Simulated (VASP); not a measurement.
Si:

```
Si
1.0
     3.72405    0.00000    0.00000
    -1.86203    3.22512    0.00000
     0.00000    0.00000    6.34124
Si
4
Direct
  0.33333 0.66667 0.06517
  0.66667 0.33333 0.56517
  0.33333 0.66667 0.43483
  0.66667 0.33333 0.93483
```

This cell differs from its parent crystal: biaxial xy strain -2.8%.

Base run:

- Program: VASP 6.6.1
- Functional: PBE
- Potentials or basis: VASP PAW PBE potentials, release 64 (Si)
- Cutoff: 520 eV
- k mesh: 12 × 12 × 4
- Occupations: fermi-dirac, width 0.02 eV
- Spin: no spin polarisation

Its results: band gap on the k mesh 0.36 eV (least direct gap 1.46 eV); pressure 7.1 GPa; largest force 0.014 eV/Å.

**Question.** The run is repeated on the same cell with these changes: functional from PBE to r2SCAN; occupations from fermi-dirac, width 0.02 eV to gaussian, width 0.01 eV. What comes out?

**Answer.** Band gap on the k mesh 0.57 eV (least direct gap 1.82 eV); pressure 5.9 GPa; largest force 0.006 eV/Å.

Caveats: the stress differs along the axes, from 4 to 9 GPa (at least some runs); the stress differs along the axes, from 2 to 8 GPa (at least some runs); the PAW data sets were made with another functional, which shifts forces and pressure a little (at least some runs).

A k mesh can miss the band edges.
